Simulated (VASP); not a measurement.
# Ga4N4O in VASP: single point with PBE

Aim: the single point of Ga4N4O with PBE.

Program: VASP 6.6.1. These are calculated values, not measurements. Logs are shortened: lines on timing, memory, paths and dates and some standing lists are left out, and cuts for length are marked.

## 1. The cell of the first run

The cell holds a slab with vacuum, 9 atoms: a = 3.219 Å, b = 3.219 Å, c = 24.028 Å, α = 90.00°, β = 90.00°, γ = 120.00°.

## 2. Single point, PBE, collinear spin, ferromagnetic start

The input, INCAR:

```
SYSTEM = Ga4N4O
  PREC = Accurate
  ENCUT = 520
  EDIFF = 1E-6
  ISMEAR = 0
  SIGMA = 0.05
  LREAL = .False.
  LASPH = .True.
  NELM = 150
  ALGO = Normal
  ISIF = 2
  LWAVE = .False.
  LCHARG = .False.
  ISPIN = 2
  MAGMOM = 0 0 0 0 0 0 0 0 2
  LORBIT = 11
  LDIPOL = .True.
  IDIPOL = 3
  DIPOL = 0.5 0.5 0.371
  GGA = PE
  NBANDS = 53
```

The input, KPOINTS:

```
Automatic mesh
0
Gamma
  9 9 1
  0 0 0
```

The input, POSCAR:

```
Ga4N4O
1.0
    3.2186527295      0.0000000000      0.0000000000
   -1.6093263648      2.7874350297      0.0000000000
    0.0000000000      0.0000000000     24.0281843518
N Ga O
4 4 1
Direct
    0.3333333333      0.6666666667      0.1664711716
    0.6666666667      0.3333333333      0.2755823724
    0.3333333333      0.6666666667      0.3877397629
    0.6666666667      0.3333333333      0.4977426840
    0.6666666667      0.3333333333      0.1933710436
    0.3333333333      0.6666666667      0.3024822443
    0.6666666667      0.3333333333      0.4109598618
    0.3333333333      0.6666666667      0.5213953817
    0.6666666667      1.3333333333      0.5849135361
```

Potentials or basis: VASP PAW PBE potentials, release 64 (N, Ga_d, O).

Run with:

```bash
$ cat potpaw_PBE.64/N/POTCAR potpaw_PBE.64/Ga_d/POTCAR potpaw_PBE.64/O/POTCAR > POTCAR
$ mpirun -np 1 vasp_std > vasp.out
```

OUTCAR:

```text
SYSTEM = Ga4N4O
   PREC = Accurate
   ENCUT = 520
   EDIFF = 1E-6
   ISMEAR = 0
   LREAL = .False.
   LASPH = .True.
   NELM = 150
   ISIF = 2
   ISPIN = 2
   LORBIT = 11
   GGA = PE

 ion  position               nearest neighbor table
   1  0.333  0.667  0.166-   5 1.97   5 1.97   5 1.97
   2  0.667  0.333  0.276-   6 1.97   6 1.97   6 1.97   5 1.98
   3  0.333  0.667  0.388-   7 1.94   7 1.94   7 1.94   6 2.05
   4  0.667  0.333  0.498-   8 1.94   8 1.94   8 1.94   7 2.09
   5  0.667  0.333  0.193-   1 1.97   1 1.97   1 1.97   2 1.98
   6  0.333  0.667  0.302-   2 1.97   2 1.97   2 1.97   3 2.05
   7  0.667  0.333  0.411-   3 1.94   3 1.94   3 1.94   4 2.09
   8  0.333  0.667  0.521-   4 1.94   4 1.94   4 1.94   9 2.40   9 2.40   9 2.40
   9  0.667  0.333  0.585-   8 2.40   8 2.40   8 2.40

  LATTYP: Found a hexagonal cell.
 ALAT       =     3.2186527295
 C/A-ratio  =     7.4652925839

  Lattice vectors:

 A1 = (   3.2186527295,   0.0000000000,   0.0000000000)
 A2 = (  -1.6093263648,   2.7874350297,   0.0000000000)
 A3 = (   0.0000000000,   0.0000000000,  24.0281843518)

Analysis of symmetry for initial positions (statically):
=====================================================================
 Subroutine PRICEL returns:
 Original cell was already a primitive cell.

 Routine SETGRP: Setting up the symmetry group for a
 hexagonal supercell.

 Subroutine GETGRP returns: Found  6 space group operations
 (whereof  6 operations were pure point group operations)
 out of a pool of 24 trial point group operations.

The static configuration has the point symmetry C_3v.

Analysis of symmetry for dynamics (positions and initial velocities):
=====================================================================
 Subroutine PRICEL returns:
 Original cell was already a primitive cell.

 Routine SETGRP: Setting up the symmetry group for a
 hexagonal supercell.

 Subroutine GETGRP returns: Found  6 space group operations
 (whereof  6 operations were pure point group operations)
 out of a pool of 24 trial point group operations.

The dynamic configuration has the point symmetry C_3v.

Analysis of structural, dynamic, and magnetic symmetry:
=====================================================================
 Subroutine PRICEL returns:
 Original cell was already a primitive cell.

 Routine SETGRP: Setting up the symmetry group for a
 hexagonal supercell.

[... 157 lines left out ...]

 E-fermi :  -1.6434     XC(G=0):  -6.0473

 val. band max:       -1.6554811204   @ k =   0.2222   0.1111   0.0000
 cond. band min:      -1.6429302600   @ k =   0.2222   0.2222   0.0000
 fundamental gap:      0.0125508604
 Fermi energy:        -1.6433515659

 spin component 1

 k-point     1 :       0.0000    0.0000    0.0000
  band No.  band energies     occupation
      1     -19.6653      1.00000
      2     -18.0764      1.00000
      3     -17.4036      1.00000
      4     -17.2902      1.00000
      5     -16.0624      1.00000
      6     -16.0624      1.00000
[... 637 lines left out ...]
     50       6.8562      0.00000
     51       6.9586      0.00000
 Fermi energy:        -1.6433515659

 spin component 2

 k-point     1 :       0.0000    0.0000    0.0000
  band No.  band energies     occupation
      1     -18.6163      1.00000
      2     -17.9728      1.00000
      3     -17.2822      1.00000
      4     -16.6241      1.00000
      5     -16.0559      1.00000
      6     -16.0559      1.00000
[... 637 lines left out ...]
     50       6.8657      0.00000
     51       6.9792      0.00000
 [bands above 51 left out]

------------------------ aborting loop because EDIFF is reached ----------------------------------------

 vacuum level on the upper side and lower side of the slab       (xc-potential included)         0.168        -0.166

  FORCE on cell =-STRESS in cart. coord.  units (eV):
  Direction    XX          YY          ZZ          XY          YZ          ZX
  --------------------------------------------------------------------------------------
  -------------------------------------------------------------------------------------
  Total       -1.9409838     -1.9409838      0.5840735      0.0000000      0.0000000     -0.0000000
  in kB      -14.4255591    -14.4255591      4.3408845      0.0000000      0.0000000     -0.0000000
  external PRESSURE =      -8.1700779 kB  Pullay stress =       0.0000000 kB

 VOLUME and BASIS-vectors are now :
 -----------------------------------------------------------------------------
  energy-cutoff  :      520.00
  volume of cell :      215.58
      direct lattice vectors                 reciprocal lattice vectors
     3.218652730  0.000000000  0.000000000     0.310689001  0.179376378  0.000000000
    -1.609326365  2.787435030  0.000000000     0.000000000  0.358752756  0.000000000
     0.000000000  0.000000000 24.028184352     0.000000000  0.000000000  0.041617793

 POSITION                                       TOTAL-FORCE (eV/Angst)
 -----------------------------------------------------------------------------------
     -0.00000      1.85829      4.00000        -0.000000      0.000000      1.481872
      1.60933      0.92915      6.62174        -0.000000      0.000000      1.236006
     -0.00000      1.85829      9.31668        -0.000000      0.000000     -0.500514
      1.60933      0.92915     11.95985         0.000000     -0.000000     -2.673053
      1.60933      0.92915      4.64636         0.000000     -0.000000     -2.112661
     -0.00000      1.85829      7.26810        -0.000000     -0.000000     -0.442910
      1.60933      0.92915      9.87462        -0.000000     -0.000000      0.608721
     -0.00000      1.85829     12.52818         0.000000     -0.000000      2.328842
      1.60933      0.92915     14.05441        -0.000000     -0.000000      0.073696
 -----------------------------------------------------------------------------------
    total drift:                               -0.000001     -0.000003      0.000191

  FREE ENERGIE OF THE ION-ELECTRON SYSTEM (eV)
  ---------------------------------------------------
  free  energy   TOTEN  =       -49.6425699402 eV

  energy  without entropy=      -49.6258370550  energy(sigma->0) =      -49.63420350

 vacuum level on the upper side and lower side of the slab         6.243         5.901

 total charge

# of ion       s       p       d       tot
------------------------------------------
    1        1.267   2.330   0.000   3.597
    2        1.236   2.483   0.000   3.719
    3        1.230   2.497   0.000   3.727
    4        1.243   2.460   0.000   3.704
    5        0.793   0.845  10.146  11.784
    6        0.784   0.837  10.149  11.769
    7        0.791   0.853  10.159  11.803
    8        0.746   0.748  10.142  11.636
    9        1.615   3.102   0.000   4.717
--------------------------------------------------
tot          9.704  16.157  40.596  66.456

 magnetization (x)

# of ion       s       p       d       tot
------------------------------------------
    1        0.000   0.002   0.000   0.002
    2        0.000   0.006   0.000   0.006
    3        0.002   0.029   0.000   0.031
    4        0.017   0.131   0.000   0.148
    5       -0.000  -0.000   0.000   0.000
    6        0.000   0.002   0.001   0.004
    7        0.010   0.030   0.006   0.046
    8       -0.013  -0.027   0.007  -0.033
    9        0.010   0.934   0.000   0.945
--------------------------------------------------
tot          0.027   1.107   0.014   1.149
```

It took 21 min on 1 thread of Intel Xeon 8259CL, shared host; peak memory 0.5 GiB.

Results:

```
Free energy                                           : -49.6426 eV
Largest force                                         : 2.673 eV/Å
Net moment                                            : 1.38 μB per cell
Site moments                                          : N +0.00, +0.01, +0.03, +0.15; Ga +0.00, +0.05, -0.03 (each value once); O +0.94 μB
Valence electrons inside the program's atomic spheres : N 3.60, 3.72, 3.73, 3.70; Ga 11.78, 11.77, 11.80, 11.64; O 4.72
```

Forces on the atoms (eV/Å):
```
N    0.000  0.000  1.482
N    0.000  0.000  1.236
N    0.000  0.000 -0.501
N    0.000  0.000 -2.673
Ga   0.000  0.000 -2.113
Ga   0.000  0.000 -0.443
Ga   0.000  0.000  0.609
Ga   0.000  0.000  2.329
O    0.000  0.000  0.074
```
